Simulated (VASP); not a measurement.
Rh: single point with revPBE

Crystal: Rh.

```xyz
1
Lattice="0.0000 1.9236 1.9236 1.9236 0.0000 1.9236 1.9236 1.9236 0.0000" Properties=species:S:1:pos:R:3 pbc="T T T"
Rh    0.0000    0.0000    0.0000
```

```yaml
Program: VASP 6.6.1
Task: single point
Functional: revPBE
Potentials_or_basis: VASP PAW PBE potentials, release 64 (Rh_pv)
Cutoff: 520 eV
k_mesh: 14 × 14 × 14
Occupations: fermi-dirac, width 0.05 eV
Spin: collinear spin, ferromagnetic start
Starting_moments: "[1.0] μB"
Dipole_correction: no
Further_INCAR_settings: ALGO = Normal; EDIFF = 1e-07; NBANDS = 18
```

```json
{
 "Pressure": "0.1 GPa",
 "Net moment": "0.00 μB per cell",
 "Valence electrons inside the program's atomic spheres": "Rh 13.73"
}
```

Levels at points of the mesh, in eV from the Fermi level:
Spin up:
```csv
k point,band 5,band 6,band 7,band 8,band 9,band 10
"(0.00, 0.00, 0.00)",-2.89,-2.89,-2.89,-0.92,-0.92,16.03
"(0.50, 0.00, 0.00)",-2.96,-2.96,0.55,0.55,0.80,8.33
"(0.50, 0.50, 0.00)",-5.61,0.52,0.95,0.95,3.26,11.87
```
Spin down:
```csv
k point,band 5,band 6,band 7,band 8,band 9,band 10
"(0.00, 0.00, 0.00)",-2.89,-2.89,-2.89,-0.92,-0.92,16.03
"(0.50, 0.00, 0.00)",-2.96,-2.96,0.55,0.55,0.80,8.33
"(0.50, 0.50, 0.00)",-5.61,0.52,0.95,0.95,3.26,11.87
```

Run time: 75 s on 1 thread of Intel Xeon 8259CL (shared host), peak memory 0.16 GiB.

Caveat: the PAW data sets were made with another functional, which shifts forces and pressure a little.
